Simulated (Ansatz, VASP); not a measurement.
## Two plane-wave programs on BaTiO3

```
Ba Ti O
1.0
     3.58091    0.00000    0.00000
     0.00000    3.58091    0.00000
     0.00000    0.00000    5.06347
Ba Ti O
1 1 3
Direct
  0.00000 0.00000 0.00000
  0.50000 0.50000 0.50000
  0.50000 0.50000 0.00000
  0.50000 0.00000 0.50000
  0.00000 0.50000 0.50000
```

Alike in both runs: task single point; functional PBE; k mesh 8 × 8 × 8; occupations gaussian, width 0.05 eV; no spin polarisation.

|  | VASP | Ansatz |
| --- | --- | --- |
| version | VASP 6.6.1 | Ansatz 0.2.0 |
| potentials or method | VASP PAW PBE potentials, release 64 (Ba_sv, Ti_sv, O), cutoff 520 eV | scalar-relativistic, plane waves, PAW |
| valence electrons in the cell | 40 | 40 |

```tsv
	VASP	Ansatz	Ansatz less VASP
gap on the k mesh at the Fermi level (eV)	1.02	1.12	+0.096
least direct gap on the mesh (eV)	1.58	1.72	+0.142
```

Spin-orbit coupling is off throughout.
